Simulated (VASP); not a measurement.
# Y (a cell with a defect) in VASP: notebook

Runs on Y (a cell with a defect). Level: PBE. Tasks: single point.

Everything below comes from runs of VASP 6.6.1. Logs are shortened: lines on timing, memory, paths and dates and some standing lists are left out, and cuts for length are marked.

## (1) The cell of the first run

The cell holds a defect, 7 atoms: a = 7.077 Å, b = 7.077 Å, c = 7.077 Å, α = 60.00°, β = 60.00°, γ = 60.00°.

## (2) Single point, PBE

INCAR reads:

```
SYSTEM = Y
ALGO     = Normal         ! electronic algorithm
EDIFF    = 1E-7           ! SCF threshold, eV
ENCUT    = 520            ! plane-wave cutoff, eV
GGA      = PE             ! functional
ISIF     = 2              ! what is computed and relaxed
ISMEAR   = -1             ! smearing method
LASPH    = .TRUE.         ! aspherical terms in the spheres
LCHARG   = .FALSE.        ! write CHGCAR
LREAL    = .FALSE.        ! projectors in reciprocal space
LWAVE    = .FALSE.        ! write WAVECAR
NBANDS   = 48             ! bands
NELM     = 100            ! most SCF steps
PREC     = Accurate       ! precision mode
SIGMA    = 0.05           ! smearing width, eV
```

KPOINTS reads:

```
k-points
0
G
  3 3 3
  0 0 0
```

POSCAR reads:

```
Y
1.0
    0.0000000000      5.0042020000      5.0042020000
    5.0042020000      0.0000000000      5.0042020000
    5.0042020000      5.0042020000      0.0000000000
Y
7
Direct
    0.0466143253      0.0296274011     -0.0827419637
   -0.0472564856     -0.0364016081      0.4973348398
   -0.0002820630      0.4966131463      0.3057239696
    0.4989800572     -0.0013392745      0.0511510127
    0.4997443149     -0.0024246623      0.4841763982
    0.6066613618      0.5134361083      0.0044872289
    0.3947899186      0.4821281195      0.6247536570
```

Potentials or basis: VASP PAW PBE potentials, release 64 (Y_sv).

The run is started by

```bash
$ cat potpaw_PBE.64/Y_sv/POTCAR > POTCAR
$ mpirun -np 1 vasp_std > vasp.out
```

OUTCAR:

```text
SYSTEM = Y
   EDIFF = 1E-7
   ENCUT = 520
   GGA = PE
   ISIF = 2
   ISMEAR = -1
   LASPH = .TRUE.
   LREAL = .FALSE.
   NELM = 100
   PREC = Accurate

 ion  position               nearest neighbor table
   1  0.047  0.030  0.917-   5 3.14   6 3.37   3 3.44   4 3.60   2 3.63   2 3.63   4 3.65   6 3.89
                             5 3.95   3 3.97   7 4.10   7 4.33
   2  0.953  0.964  0.497-   5 3.14   7 3.36   3 3.44   4 3.60   1 3.63   1 3.63   4 3.65   7 3.89
                             5 3.95   3 3.98   6 4.08   6 4.33
   3  1.000  0.497  0.306-   1 3.44   2 3.44   7 3.74   5 3.76   6 3.76   5 3.76   4 3.96   1 3.97
                             2 3.98   4 3.98   6 4.20   7 4.22   6 4.33   7 4.33
   4  0.499  0.999  0.051-   5 3.06   7 3.28   6 3.28   1 3.60   2 3.60   1 3.65   2 3.65   7 3.90
                             6 3.91   3 3.96   3 3.98   5 4.01
   5  0.500  0.998  0.484-   4 3.06   2 3.14   1 3.14   7 3.63   6 3.64   7 3.66   6 3.67   3 3.76
                             3 3.76   1 3.95   2 3.95   4 4.01
   6  0.607  0.513  0.004-   4 3.28   1 3.37   5 3.64   5 3.67   3 3.76   7 3.79   7 3.80   1 3.89
                             4 3.91   2 4.08   3 4.20   3 4.33   2 4.33
   7  0.395  0.482  0.625-   4 3.28   2 3.36   5 3.63   5 3.66   3 3.74   6 3.79   6 3.80   2 3.89
                             4 3.90   1 4.10   3 4.22   3 4.33   1 4.33

  LATTYP: Found a face centered cubic cell.
 ALAT       =    10.0084040000

  Lattice vectors:

 A1 = (   0.0000000000,   5.0042020000,   5.0042020000)
 A2 = (   5.0042020000,   0.0000000000,   5.0042020000)
 A3 = (   5.0042020000,   5.0042020000,   0.0000000000)

Analysis of symmetry for initial positions (statically):
=====================================================================
 Subroutine PRICEL returns:
 Original cell was already a primitive cell.

 Routine SETGRP: Setting up the symmetry group for a
 face centered cubic supercell.

 Subroutine GETGRP returns: Found  1 space group operations
 (whereof  1 operations were pure point group operations)
 out of a pool of 48 trial point group operations.

The static configuration has the point symmetry C_1 .

Analysis of symmetry for dynamics (positions and initial velocities):
=====================================================================
 Subroutine PRICEL returns:
 Original cell was already a primitive cell.

 Routine SETGRP: Setting up the symmetry group for a
 face centered cubic supercell.

 Subroutine GETGRP returns: Found  1 space group operations
 (whereof  1 operations were pure point group operations)
 out of a pool of 48 trial point group operations.

The dynamic configuration has the point symmetry C_1 .

 Subroutine INISYM returns: Found  1 space group operations
 (whereof  1 operations are pure point group operations),
 and found     1 'primitive' translations

----------------------------------------------------------------------------------------

                                     Primitive cell

  volume of cell :     250.6308

  direct lattice vectors                    reciprocal lattice vectors
     0.000000000  5.004202000  5.004202000    -0.099916031  0.099916031  0.099916031
     5.004202000  0.000000000  5.004202000     0.099916031 -0.099916031  0.099916031
     5.004202000  5.004202000  0.000000000     0.099916031  0.099916031 -0.099916031

  length of vectors
     7.077010337  7.077010337  7.077010337     0.173059641  0.173059641  0.173059641

  position of ions in fractional coordinates (direct lattice)
     0.046614325  0.029627401  0.917258036
     0.952743514  0.963598392  0.497334840
     0.999717937  0.496613146  0.305723970
     0.498980057  0.998660726  0.051151013
     0.499744315  0.997575338  0.484176398
     0.606661362  0.513436108  0.004487229
     0.394789919  0.482128119  0.624753657

  ion indices of the primitive-cell ions
   primitive index   ion index
                 1           1
                 2           2
                 3           3
                 4           4
                 5           5
                 6           6
                 7           7

----------------------------------------------------------------------------------------

 KPOINTS: k-points

Automatic generation of k-mesh.
 Grid dimensions read from file:
 generate k-points for:    3    3    3

 Generating k-lattice:

  Cartesian coordinates                     Fractional coordinates (reciprocal lattice)
    -0.033305344  0.033305344  0.033305344     0.333333333  0.000000000  0.000000000
     0.033305344 -0.033305344  0.033305344     0.000000000  0.333333333  0.000000000
     0.033305344  0.033305344 -0.033305344     0.000000000  0.000000000  0.333333333

  Length of vectors
     0.057686547  0.057686547  0.057686547

  Shift w.r.t. Gamma in fractional coordinates (k-lattice)
     0.000000000  0.000000000  0.000000000

 Subroutine IBZKPT returns following result:
 ===========================================

 Found     14 irreducible k-points:

 Following reciprocal coordinates:
            Coordinates               Weight
  0.000000  0.000000  0.000000      1.000000
  0.333333  0.000000  0.000000      2.000000
  0.000000  0.333333  0.000000      2.000000
  0.000000  0.000000  0.333333      2.000000
  0.333333  0.333333  0.333333      2.000000
  0.333333  0.333333  0.000000      2.000000
  0.000000  0.333333  0.333333      2.000000
  0.333333  0.000000  0.333333      2.000000
 -0.333333  0.333333  0.000000      2.000000
  0.000000 -0.333333  0.333333      2.000000
  0.333333  0.000000 -0.333333      2.000000
  0.333333  0.333333 -0.333333      2.000000
 -0.333333  0.333333 -0.333333      2.000000
  0.333333 -0.333333 -0.333333      2.000000
   k-points           NKPTS =     14   k-points in BZ     NKDIM =     14   number of bands    NBANDS=     48
   number of dos      NEDOS =    301   number of ions     NIONS =      7
   total plane-waves  NPLWV = 157464
   dimension x,y,z NGX =    54 NGY =   54 NGZ =   54
   dimension x,y,z NGXF=   108 NGYF=  108 NGZF=  108
   ions per type =               7
   NGX,Y,Z   is equivalent  to a cutoff of  12.69, 12.69, 12.69 a.u.
   NGXF,Y,Z  is equivalent  to a cutoff of  25.37, 25.37, 25.37 a.u.
 SYSTEM =  Y
   PREC   = accura    normal or accurate (medium, high low for compatibility)
   ISTART =      0    job   : 0-new  1-cont  2-samecut
   ICHARG =      2    charge: 1-file 2-atom 10-const
   ISPIN  =      1    spin polarized calculation?
   LNONCOLLINEAR =      F non collinear calculations
   LSORBIT =      F    spin-orbit coupling
   LASPH  =      T    aspherical Exc in radial PAW
   ENCUT  =  520.0 eV  38.22 Ry    6.18 a.u.  13.16 13.16 13.16*2*pi/ulx,y,z
   NELM   =    100;   NELMIN=  2; NELMDL= -5     # of ELM steps
   EDIFF  = 0.1E-06   stopping-criterion for ELM
   LREAL  =      F    real-space projection
   EDIFFG = 0.1E-05   stopping-criterion for IOM
   NSW    =      0    number of steps for IOM
   IBRION =     -1    ionic relax: 0-MD 1-quasi-New 2-CG
   NFREE  =      0    steps in history (QN), initial steepest desc. (CG)
   ISIF   =      2    stress and relaxation
   ISYM   =      2    0-nonsym 1-usesym 2-fastsym
   POTIM  = 0.5000    time-step for ionic-motion
   TEBEG  =    0.0;   TEEND  =   0.0 temperature during run
   PSTRESS=    0.0 pullay stress
   NELECT =      77.0000    total number of electrons
   NUPDOWN=      -1.0000    fix difference up-down
   EMIN   =  10.00;   EMAX   =-10.00  energy-range for DOS
   EFERMI =   0.00;   METHOD = LEGACY
   ISMEAR =    -1;   SIGMA  =   0.05  broadening in eV -4-tet -1-fermi 0-gaus
   EFERMI_NEDOS =   21; number of points for ismear=-14 and -15
   IALGO  =     38    algorithm
   IMIX   =      4    mixing-type and parameters
     AMIX     =   0.40;   BMIX     =  1.00
     AMIX_MAG =   1.60;   BMIX_MAG =  1.00
  volume/ion in A,a.u.               =      35.80       241.62
  Fermi-wavevector in a.u.,A,eV,Ry     =   1.104656  2.087496 16.602700  1.220264
  Thomas-Fermi vector in A             =   2.241132
   LORBIT       =      0    0 simple, 1 ext, 2 COOP (PROOUT), +10 PAW based schemes
   GGA     = PE    functional components
   LHFCALC =     F    Hartree Fock is set to
   AEXX    =    0.0000 exact exchange contribution
   IVDW    =     0    specifies the selected vdW correction
   LEPSILON=     F    determine dielectric tensor
   LRPA    =     F    only Hartree local field effects (RPA)
 non-spin polarized calculation
  energy-cutoff  :      520.00
  volume of cell :      250.63
 maximum number of plane-waves:      6774
 NGX is ok and might be reduce to    54
   NGX = 27   NGY = 27   NGZ = 27

 number of electron      77.0000001 magnetization

 Free energy of the ion-electron system (eV)
  ---------------------------------------------------
  ext. energy  EPLUGINS =         0.00000000
  ---------------------------------------------------
  free energy    TOTEN  =       -43.52634797 eV

  energy without entropy =      -43.44185173  energy(sigma->0) =      -43.48409985

 E-fermi :   2.5138     XC(G=0):  -9.0715

 val. band max:        2.4969770183   @ k =   0.3333   0.0000  -0.3333
 cond. band min:       2.5139571749   @ k =  -0.3333   0.3333  -0.3333
 fundamental gap:      0.0169801566
 Fermi energy:         2.5138328594

 k-point     1 :       0.0000    0.0000    0.0000
  band No.  band energies     occupation
      1     -40.6827      2.00000
      2     -40.5868      2.00000
      3     -40.5749      2.00000
      4     -40.3604      2.00000
      5     -40.3384      2.00000
      6     -40.1266      2.00000
[... 40 lines left out ...]
     47       4.1498      0.00000
     48       4.3377      0.00000

 k-point     2 :       0.3333    0.0000    0.0000
  band No.  band energies     occupation
      1     -40.6824      2.00000
      2     -40.5863      2.00000
      3     -40.5749      2.00000
      4     -40.3579      2.00000
      5     -40.3406      2.00000
      6     -40.1277      2.00000
[... 604 lines left out ...]
 k-point    14 :       0.3333   -0.3333   -0.3333
  band No.  band energies     occupation
      1     -40.6822      2.00000
      2     -40.5836      2.00000
      3     -40.5774      2.00000
      4     -40.3533      2.00000
      5     -40.3452      2.00000
      6     -40.1279      2.00000
[... 40 lines left out ...]
     47       3.8213      0.00000
     48       3.8596      0.00000

------------------------ aborting loop because EDIFF is reached ----------------------------------------

  FORCE on cell =-STRESS in cart. coord.  units (eV):
  Direction    XX          YY          ZZ          XY          YZ          ZX
  --------------------------------------------------------------------------------------
  -------------------------------------------------------------------------------------
  Total       -4.2083380     -4.2172210     -4.4021254     -0.7419975     -0.3416457      0.3190068
  in kB      -26.9021324    -26.9589179    -28.1409333     -4.7432772     -2.1839972      2.0392760
  external PRESSURE =     -27.3339945 kB  Pullay stress =       0.0000000 kB

 VOLUME and BASIS-vectors are now :
 -----------------------------------------------------------------------------
  energy-cutoff  :      520.00
  volume of cell :      250.63
      direct lattice vectors                 reciprocal lattice vectors
     0.000000000  5.004202000  5.004202000    -0.099916031  0.099916031  0.099916031
     5.004202000  0.000000000  5.004202000     0.099916031 -0.099916031  0.099916031
     5.004202000  5.004202000  0.000000000     0.099916031  0.099916031 -0.099916031

 POSITION                                       TOTAL-FORCE (eV/Angst)
 -----------------------------------------------------------------------------------
      4.73841      4.82341      0.38153        -0.005899     -0.004123     -0.011968
      7.31080      7.25649      9.58976        -0.002622     -0.008993      0.019141
      4.01506      6.53269      7.48794        -0.001344     -0.004198      0.005590
      5.25347      2.75297      7.49450        -0.037587     -0.026423     -0.001940
      7.41499      4.92374      7.49289         0.013396      0.013006     -0.000265
      2.59179      3.05831      5.60519        -0.004794      0.027478     -0.014860
      5.53906      5.10200      4.38828         0.038851      0.003253      0.004302
 -----------------------------------------------------------------------------------
    total drift:                                0.000033      0.000014     -0.000021

  FREE ENERGIE OF THE ION-ELECTRON SYSTEM (eV)
  ---------------------------------------------------
  free  energy   TOTEN  =       -43.5263479683 eV

  energy  without entropy=      -43.4418517316  energy(sigma->0) =      -43.48409985
```

Wall time 10 min (1 thread of Intel Xeon 8259CL, shared host); peak memory 0.46 GiB.

Results:

```yaml
Free_energy: -43.5263 eV
Pressure: -2.7 GPa
Largest_force: 0.046 eV/Å
Band_gap_on_the_k_mesh: zero (an odd number of electrons rules out a gap without spin polarisation)
```

Forces on the atoms (eV/Å):
```
Y   -0.006 -0.004 -0.012
Y   -0.003 -0.009  0.019
Y   -0.001 -0.004  0.006
Y   -0.038 -0.026 -0.002
Y    0.013  0.013  0.000
Y   -0.005  0.027 -0.015
Y    0.039  0.003  0.004
```

Stress tensor (GPa, compression positive):
```
-2.69 -0.47  0.20
-0.47 -2.70 -0.22
 0.20 -0.22 -2.81
```

Caveat: the k points lie up to 0.36 Å⁻¹ apart, too coarse for converged energies and pressures of a metal.

## (3) Single point, PBE

INCAR reads:

```
SYSTEM = Y
  ALGO = Normal
  EDIFF = 1E-7
  ENCUT = 520
  GGA = PE
  ISIF = 2
  ISMEAR = -1
  LASPH = .TRUE.
  LCHARG = .FALSE.
  LREAL = .FALSE.
  LWAVE = .FALSE.
  NBANDS = 48
  NELM = 60
  PREC = Accurate
  SIGMA = 0.05
```

KPOINTS is that of step 2.

POSCAR reads:

```
Y
1.0
    0.0000000000      5.0042020000      5.0042020000
    5.0042020000      0.0000000000      5.0042020000
    5.0042020000      5.0042020000      0.0000000000
Y
7
Direct
    0.0161222509      0.1021145829     -0.1231804791
   -0.0162927076     -0.1071927152      0.4978002487
    0.0002415970      0.4975494594      0.1990197438
    0.4997299270     -0.0022028487      0.0187361541
    0.4999237641     -0.0021215171      0.4513322004
    0.5344049860      0.5440998385      0.0054073557
    0.4660064682      0.4513609762      0.5861051372
```

Potentials or basis: VASP PAW PBE potentials, release 64 (Y_sv).

The run is started by

```bash
$ cat potpaw_PBE.64/Y_sv/POTCAR > POTCAR
$ mpirun -np 1 vasp_std > vasp.out
```

Wall time 9.8 min (1 thread of Intel Xeon 8259CL, shared host); peak memory 0.46 GiB.

It converged, with:

```yaml
Free_energy: -43.5262 eV
Pressure: -2.7 GPa
Largest_force: 0.045 eV/Å
Band_gap_on_the_k_mesh: zero (an odd number of electrons rules out a gap without spin polarisation)
```

Forces on the atoms (eV/Å):
```
Y    0.000 -0.034 -0.009
Y   -0.034  0.000  0.012
Y    0.005  0.001 -0.001
Y   -0.015 -0.012  0.001
Y    0.031  0.032 -0.002
Y    0.009  0.005 -0.015
Y    0.004  0.007  0.014
```

Stress tensor (GPa, compression positive):
```
-2.69 -0.48 -0.21
-0.48 -2.69  0.21
-0.21  0.21 -2.82
```

Levels at points of the mesh, in eV from the Fermi level:
```tsv
k point	band 34	band 35	band 36	band 37	band 38	band 39	band 40	band 41	band 42	band 43
(0.00, 0.00, 0.00)	-1.02	-0.90	-0.90	-0.38	-0.12	0.04	0.42	0.44	0.63	0.85
```

Caveat: the k points lie up to 0.36 Å⁻¹ apart, too coarse for converged energies and pressures of a metal.
